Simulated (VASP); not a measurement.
TaN: single point with PBE

Crystal: TaN.

```
CELL_PARAMETERS angstrom
3.66304 0.00000 0.00000
0.00000 3.66304 0.00000
0.00000 0.00000 4.56049
ATOMIC_POSITIONS crystal
Ta 0.00390 0.49380 0.98355
Ta 0.50490 0.99133 0.50715
N 0.99281 0.99644 0.25313
N 0.99339 0.99806 0.74473
```

This cell differs from its parent crystal: atoms moved at random.

```
Program                : VASP 6.6.1
Task                   : single point
Functional             : PBE
Potentials or basis    : VASP PAW PBE potentials, release 64 (Ta_pv, N)
Cutoff                 : 520 eV
k mesh                 : 7 × 7 × 6
Occupations            : fermi-dirac, width 0.05 eV
Spin                   : no spin polarisation
Dipole correction      : no
Further INCAR settings : ALGO = Normal; EDIFF = 1e-06; NBANDS = 24
```

```json
{
 "Pressure": "-19.0 GPa",
 "Largest force": "0.647 eV/Å",
 "Band gap on the k mesh": "zero (band 16 reaches 5.29 eV, above the bottom of band 17 at 4.65 eV)"
}
```

Forces on the atoms (eV/Å):
```
Ta  -0.036  0.017  0.438
Ta  -0.190  0.023 -0.532
N    0.059 -0.004 -0.531
N    0.167 -0.036  0.624
```

Stress tensor (GPa, compression positive):
```
-28.04   0.07   0.31
  0.07 -31.29   0.14
  0.31   0.14   2.42
```

Levels at points of the mesh, in eV from the Fermi level:
| k point | band 14 | band 15 | band 16 | band 17 | band 18 | band 19 |
| --- | --- | --- | --- | --- | --- | --- |
| (0.00, 0.00, 0.00) | -3.49 | -1.64 | 0.31 | 1.19 | 1.39 | 1.77 |
| (0.00, 0.00, 0.50) | -3.26 | -3.00 | -2.59 | 0.99 | 1.41 | 1.59 |

Wall time 4.7 min on 1 thread of AMD EPYC 7R43 64-Core Processor (Zen 3), with other jobs on the host, peak memory 0.27 GiB.

Caveat: the cell differs from its parent crystal (atoms moved at random); spin-orbit coupling is left out, which moves the levels of the heavy elements.
